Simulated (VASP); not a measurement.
A run of VASP 6.6.1 is set up as follows.

The input INCAR:

```
PREC = Accurate
ENCUT = 520
EDIFF = 1E-7
ISMEAR = 0
SIGMA = 0.05
LREAL = F
LASPH = T
NELM = 60
ALGO = Normal
ISIF = 2
LWAVE = F
LCHARG = T
GGA = PE
IVDW = 12
LELF = T
LVHAR = T
NBANDS = 16
```

Contents of KPOINTS:

```
regular mesh
0
Gamma
  10 10 8
```

Contents of POSCAR:

```
AgB2
1.0
    2.9769644807      0.0000000000      0.0000000000
   -1.4884822403      2.5781268664      0.0000000000
    0.0000000000      0.0000000000      3.9964439574
Ag B
1 2
Direct
    0.0000000000      0.0000000000      0.0000000000
    0.3333333333      0.6666666667      0.5000000000
    0.6666666667      0.3333333333      0.5000000000
```

Potentials or basis: VASP PAW PBE potentials, release 64 (Ag, B).

Command:

```bash
$ cat potpaw_PBE.64/Ag/POTCAR potpaw_PBE.64/B/POTCAR > POTCAR
$ mpirun -np 1 vasp_std > vasp.out
```

Question: Predict the pressure.

Answer: 2.3 GPa.

Question: Predict the dispersion energy per atom.

Answer: -0.342 eV.

Stress tensor (GPa, compression positive):
```
2.86 0.00 0.00
0.00 2.86 0.00
0.00 0.00 1.20
```

Caveat: three body term missing; pairwise dispersion overbinds metals, which lowers pressure and volume.
